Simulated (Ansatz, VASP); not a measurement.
**One calculation of In3As, two programs**

```
In As
1.0
     5.18850    0.00000    0.00000
    -2.59425    4.49337    0.00000
     0.00000    0.00000    5.77103
In As
3 1
Direct
  0.33333 0.66667 0.86364
  0.66667 0.33333 0.86364
  0.00000 0.00000 0.53132
  0.00000 0.00000 0.05003
```

Alike in both runs: functional PBE; k mesh 6 × 6 × 4; occupations gaussian, width 0.1 eV; no spin polarisation.

Ansatz relaxed the structure, and its values are those at the end. VASP's run is a single point on that final structure, the one shown.

|  | VASP | Ansatz |
| --- | --- | --- |
| version | VASP 6.6.1 | Ansatz 0.2.0 |
| potentials or method | VASP PAW PBE potentials, release 64 (In_d, As), cutoff 520 eV | scalar-relativistic, plane waves, PAW |
| valence electrons in the cell | 44 | 54 |

```tsv
	VASP	Ansatz	Ansatz less VASP
gap on the k mesh at the Fermi level (eV)	none	none	-
pressure (GPa)	0.0	0.0	+0.02
rms of the force components (eV/Å)	0.013	0.013	0.0000
```

A gap of «none» marks a metal or a gap that the smearing closes. The functional is the same, so the differences come from potentials, cutoffs and numerics. VASP's potentials hold 44 valence electrons a cell and Ansatz's 54, so a difference there can come from the potentials and not from the codes.
